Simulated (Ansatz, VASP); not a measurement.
# Al2Cu in VASP and in Ansatz

```xyz
3
Lattice="4.0989 0.0000 0.0000 0.0000 4.0989 0.0000 0.0000 0.0000 2.8415" Properties=species:S:1:pos:R:3 pbc="T T T"
Al    2.0494    0.0000    1.4208
Al    0.0000    2.0494    1.4208
Cu    0.0000    0.0000    0.0000
```

Alike in both runs: functional r2SCAN; k mesh 14 × 14 × 20; occupations fermi-dirac, width 0.15 eV; no spin polarisation.

Ansatz relaxed the structure, and its values are those at the end. VASP's run is a single point on that final structure, the one shown.

```csv
,VASP,Ansatz
version,VASP 6.6.1,Ansatz 0.2.0
potentials or method,"VASP PAW PBE potentials, release 64 (Al, Cu), cutoff 520 eV","scalar-relativistic, plane waves, PAW"
valence electrons in the cell,17,25
```

```tsv
	VASP	Ansatz	Ansatz less VASP
gap on the k mesh at the Fermi level (eV)	none	none	-
pressure (GPa)	-0.3	0.0	+0.27
```

VASP's potentials were made for PBE, not for r2SCAN. A gap of «none» marks a metal or a gap that the smearing closes. The functional is the same, so the differences come from potentials, cutoffs and numerics. VASP's potentials hold 17 valence electrons a cell and Ansatz's 25, so a difference there can come from the potentials and not from the codes.
